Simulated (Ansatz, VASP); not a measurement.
# SiH2F4 in VASP and in Ansatz

```
H Si F
1.0
     6.85128    0.00000    0.00000
     0.00000    6.85128    0.00000
     0.00000    0.00000    6.85128
H Si F
6 3 12
Direct
  0.90662 0.23995 0.02110
  0.88090 0.17025 0.93872
  0.88645 0.61599 0.71795
  0.85420 0.54594 0.63789
  0.45203 0.27913 0.11718
  0.55422 0.23659 0.12516
  0.32706 0.45895 0.69069
  0.71947 0.75732 0.14259
  0.19827 0.99388 0.40208
  0.33160 0.60471 0.86929
  0.19881 0.27608 0.74851
  0.23595 0.56434 0.50764
  0.53954 0.38811 0.63899
  0.55279 0.64273 0.25114
  0.79100 0.92929 0.27896
  0.89071 0.61115 0.09677
  0.64242 0.85026 0.94674
  0.19375 0.86336 0.21290
  0.05864 0.92131 0.56913
  0.41451 0.99289 0.48239
  0.13940 0.20814 0.34043
```

Alike in both runs: functional PBE; dispersion D3(BJ); k mesh 1 × 1 × 1; occupations fermi-dirac, width 0.05 eV; no spin polarisation.

Ansatz relaxed the structure, and its values are those at the end. VASP's run is a single point on that final structure, the one shown.

|  | VASP | Ansatz |
| --- | --- | --- |
| version | VASP 6.6.1 | Ansatz 0.2.0 |
| potentials or method | VASP PAW PBE potentials, release 64 (H_h, Si, F_h), cutoff 910 eV | scalar-relativistic, plane waves, PAW |
| valence electrons in the cell | 102 | 102 |

|  | VASP | Ansatz | Ansatz less VASP |
| --- | --- | --- | --- |
| gap on the k mesh at the Fermi level (eV) | 8.05 | 8.03 | -0.015 |
| rms of the force components (eV/Å) | 0.117 | 0.121 | +0.0037 |

Noted on VASP's run: the cutoff is short for stress, so the pressure is rough.
